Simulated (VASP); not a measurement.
Runs of VASP 6.6.1 on Pd. The structure is that of space group P6_3/mmc (No. 194), or close to it. The cells are those of the table. This isn't the form of Pd at room conditions, which is fcc.

```csv
cell,further INCAR settings,gap on the mesh (eV),pressure (GPa)
"a = 2.818, b = 2.818, c = 8.932 Å, angles 90.0, 90.0, 120.0°, 4 atoms",ALGO = Fast; EDIFF = 1e-07; NBANDS = 28,none,0.0
"a = 2.934, b = 2.934, c = 8.236 Å, angles 90.0, 90.0, 120.0°, 4 atoms",ALGO = Fast; EDIFF = 1e-06; NBANDS = 28,none,3.7
"a = 2.735, b = 2.735, c = 9.482 Å, angles 90.0, 90.0, 120.0°, 4 atoms",ALGO = Fast; EDIFF = 1e-07; NBANDS = 28,none,(b)
"a = 2.858, b = 2.858, c = 8.682 Å, angles 90.0, 90.0, 120.0°, 4 atoms",ALGO = Fast; EDIFF = 1e-07; NBANDS = 28,none,(a)
"a = 2.616, b = 2.616, c = 10.365 Å, angles 90.0, 90.0, 120.0°, 4 atoms",ALGO = Fast; EDIFF = 1e-06; NBANDS = 28,none,7.3
"a = 2.994, b = 2.994, c = 7.910 Å, angles 90.0, 90.0, 120.0°, 4 atoms",ALGO = Fast; EDIFF = 1e-06; NBANDS = 28,none,6.8
"a = 2.693, b = 2.693, c = 9.781 Å, angles 90.0, 90.0, 120.0°, 4 atoms",ALGO = Fast; EDIFF = 1e-06; NBANDS = 28,none,1.8
```

Alike in all rows: task single point; level PBE; potentials or basis VASP PAW PBE potentials, release 64 (Pd); no spin polarisation; k mesh 24 × 24 × 6; cutoff (eV) 520; smearing gaussian 0.15 eV.

Q: Fill in the values left out.

A: (a) 0.8; (b) 0.4.

Caveats: the cell stands under pressure (at least some runs).

A k mesh can miss the band edges, and the runs leave out spin-orbit coupling on Pd.

A gap of «none» marks levels without a gap at the run's occupations.
